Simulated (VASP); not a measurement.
Input of a VASP 6.6.1 run:

INCAR

```
SYSTEM = Y
  PREC = Accurate
  ENCUT = 520
  EDIFF = 1E-6
  ISMEAR = -1
  SIGMA = 0.05
  LREAL = .FALSE.
  LASPH = .TRUE.
  NELM = 60
  ALGO = Normal
  ISIF = 2
  LWAVE = .FALSE.
  LCHARG = .FALSE.
  GGA = PE
  NBANDS = 30
```

The input KPOINTS:

```
regular mesh
0
G
  8 8 3
  0 0 0
```

The input POSCAR:

```
Y
1.0
    3.6904778495      0.0000000000      0.0000000000
   -1.8452389247      3.1960475697      0.0000000000
    0.0000000000      0.0000000000     11.9999920442
Y
4
Direct
    0.6666666667      0.3333333333      0.7500000000
    0.0000000000      0.0000000000      0.5000000000
    0.3333333333      0.6666666667      0.2500000000
    0.0000000000      0.0000000000      0.0000000000
```

Potentials or basis: VASP PAW PBE potentials, release 64 (Y_sv).

The run is started by

```sh
$ cat potpaw_PBE.64/Y_sv/POTCAR > POTCAR
$ mpirun -np 1 vasp_std > vasp.out
```

Q: Estimate the band gap on the k mesh.

A: Zero (bands 22 and 23 overlap by 1.01 eV).

Q: What does it give for the pressure?

A: -3.0 GPa.

Stress tensor (GPa, compression positive):
```
-2.82  0.00  0.00
 0.00 -2.82  0.00
 0.00  0.00 -3.42
```

Caveat: the cell stands under tension.
